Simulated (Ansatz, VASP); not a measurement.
# Ru in VASP and in Ansatz

```
Ru
1.0
     2.68282    0.00000    0.00000
    -1.34141    2.32339    0.00000
     0.00000    0.00000    8.61272
Ru
4
Direct
  0.00000 0.00000 0.00000
  0.00000 0.00000 0.50000
  0.33333 0.66667 0.25000
  0.66667 0.33333 0.75000
```

Alike in both runs: task single point; functional revPBE; k mesh 15 × 15 × 4; occupations fermi-dirac, width 0.1 eV; no spin polarisation.

|  | VASP | Ansatz |
| --- | --- | --- |
| version | VASP 6.6.1 | Ansatz 0.2.0 |
| potentials or method | VASP PAW PBE potentials, release 64 (Ru_pv), cutoff 520 eV | plane waves (420 eV) with PAW, scalar-relativistic |
| valence electrons in the cell | 56 | 64 |

Ansatz gave:

```
pressure (GPa)                                                : 13.1
traceless stress, the component that is largest in VASP (GPa) : 1.15
```

Problem. What did VASP give for the same quantities?

Solution. Pressure (GPa): 13.0; traceless stress, the component that is largest in VASP (GPa): 1.15.

VASP's potentials were made for PBE, not for revPBE. With one functional, cell and mesh, what is left measures potentials, basis and numerics. VASP's potentials hold 56 valence electrons a cell and Ansatz's 64, so a difference there can come from the potentials and not from the codes.
